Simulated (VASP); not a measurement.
Write the native input for VASP 6.6.1 that does the following.

```yaml
Task: electric field gradients
Functional: PBE
Potentials_or_basis: VASP PAW PBE potentials, release 64 (Cd, S)
Cutoff: 520 eV
k_mesh: 8 × 8 × 8
Occupations: fermi-dirac, width 0.01 eV
Spin: no spin polarisation
Dipole_correction: no
Further_INCAR_settings: ALGO = Normal; EDIFF = 1e-08; NBANDS = 16
```

The structure of CdS lies in POSCAR:

```
CdS
1.0
    0.0000000000      2.8813293501      2.9682000000
    2.8813293501      0.0000000000      2.9682000000
    2.8813293501      2.8813293501      0.0000000000
Cd S
1 1
Direct
    0.0000000000      0.0000000000      0.0000000000
    0.7500000000      0.7500000000      0.7500000000
```

This cell differs from its parent crystal: z stretched by +2 % at fixed volume.

The input as run:

INCAR

```
ALGO = Normal ; EDIFF = 1E-8
ENCUT = 520 ; GGA = PE
ISIF = 2 ; ISMEAR = -1
LASPH = T ; LCHARG = F
LEFG = T ; LREAL = F
LWAVE = F ; NBANDS = 16
NELM = 60 ; PREC = Accurate
SIGMA = 0.01
```

KPOINTS

```
k-points
0
Gamma
  8 8 8
```

Potentials or basis: VASP PAW PBE potentials, release 64 (Cd, S).

Run with:

```sh
$ cat potpaw_PBE.64/Cd/POTCAR potpaw_PBE.64/S/POTCAR > POTCAR
$ mpirun -np 1 vasp_std > vasp.out
```

It gave:

The pressure is 3.6 GPa. The band gap on the k mesh is 1.13 eV, direct.

Caveat: without QUAD_EFG the Cq values of the log hold for a quadrupole moment of 1 mb, not for the nuclei.

Run time: 32 s on 1 thread of AMD EPYC 9R14 (Zen 4), on a shared host, peak memory 0.17 GiB.
